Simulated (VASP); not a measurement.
Write the native input for VASP 6.6.1 that does the following.

* Task: single point
* Functional: r2SCAN
* Potentials or basis: VASP PAW PBE potentials, release 64 (Hg, Te)
* Cutoff: 520 eV
* k mesh: 7 × 7 × 7
* Occupations: fermi-dirac, width 0.05 eV
* Spin: no spin polarisation
* Dipole correction: no
* Further INCAR settings: ALGO = Normal; EDIFF = 1e-06; NBANDS = 16

Crystal: HgTe.

```
Hg Te
1.0
     0.00000    3.27755    3.27755
     3.27755    0.00000    3.27755
     3.27755    3.27755    0.00000
Hg Te
1 1
Direct
  0.00000 0.00000 0.00000
  0.75000 0.75000 0.75000
```

One way to write it, as run:

POSCAR

```
HgTe
1.0
    0.0000000000      3.2775454177      3.2775454177
    3.2775454177      0.0000000000      3.2775454177
    3.2775454177      3.2775454177      0.0000000000
Hg Te
1 1
Direct
    0.0000000000      0.0000000000      0.0000000000
    0.7500000000      0.7500000000      0.7500000000
```

INCAR.step1

```
SYSTEM = HgTe
ALGO = Normal
EDIFF = 1E-4
ENCUT = 520
GGA = PE
ISMEAR = -1
LASPH = .True.
LCHARG = .False.
LREAL = .False.
LWAVE = .True.
NBANDS = 16
NELM = 100
PREC = Accurate
SIGMA = 0.05
```

INCAR.step2

```
SYSTEM = HgTe
ALGO = Normal
EDIFF = 1E-6
ENCUT = 520
ISIF = 2
ISMEAR = -1
ISTART = 1
LASPH = .True.
LCHARG = .True.
LELF = .True.
LMIXTAU = .True.
LREAL = .False.
LVHAR = .True.
LWAVE = .False.
METAGGA = R2SCAN
NBANDS = 16
NELM = 100
PREC = Accurate
SIGMA = 0.05
```

KPOINTS

```
k-points
0
Gamma
  7 7 7
  0 0 0
```

Potentials or basis: VASP PAW PBE potentials, release 64 (Hg, Te).

Launch:

```bash
$ cat potpaw_PBE.64/Hg/POTCAR potpaw_PBE.64/Te/POTCAR > POTCAR
$ cp INCAR.step1 INCAR
$ mpirun -np 1 vasp_std > vasp.out
$ cp INCAR.step2 INCAR
$ mpirun -np 1 vasp_std > vasp.out
```

It gave:

The pressure is 0.4 GPa and the band gap on the k mesh is zero (filled and empty bands touch).

Caveat: semilocal functionals underestimate gaps, and a narrow one can read as zero; the PAW data sets were made with another functional, which shifts forces and pressure a little; spin-orbit coupling is left out, which moves the levels of the heavy elements.

Run time: 3 min on 1 thread of Intel Xeon 8259CL, with other jobs on the host, peak memory 0.22 GiB.
